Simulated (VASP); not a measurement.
The system is HfO2.

```xyz
6
Lattice="3.5580 0.0000 0.0000 0.0000 3.5580 0.0000 0.0000 0.0000 5.1719" Properties=species:S:1:pos:R:3 pbc="T T T"
Hf    1.7790    1.7790    2.5859
Hf    0.0000    0.0000    0.0000
O     0.0000    1.7790    3.6059
O     1.7790    0.0000    4.1519
O     1.7790    0.0000    1.5660
O     0.0000    1.7790    1.0199
```

Base run:

| Property | Result |
| --- | --- |
| Program | VASP 6.6.1 |
| Functional | PBE |
| Dispersion | D3(BJ) |
| Potentials or basis | VASP PAW PBE potentials, release 64 (Hf_pv, O) |
| Cutoff | 520 eV |
| k mesh | 5 × 5 × 4 |
| Occupations | gaussian, width 0.01 eV |
| Spin | no spin polarisation |

Its results: band gap on the k mesh 4.76 eV, indirect (least direct gap 4.83 eV); pressure 2.9 GPa; largest force 0.097 eV/Å.

Task: The run is repeated on the same cell with these changes: dispersion from D3(BJ) to none; further incar settings from ALGO = Normal; EDIFF = 1e-06; NBANDS = 31 to ALGO = Normal; EDIFF = 1e-07; NBANDS = 31. What comes out?

Result: Band gap on the k mesh 4.76 eV, indirect (least direct gap 4.83 eV); pressure 6.5 GPa; largest force 0.099 eV/Å.

Caveats: spin-orbit coupling is left out, which moves the levels of the heavy elements.

A k mesh can miss the band edges.
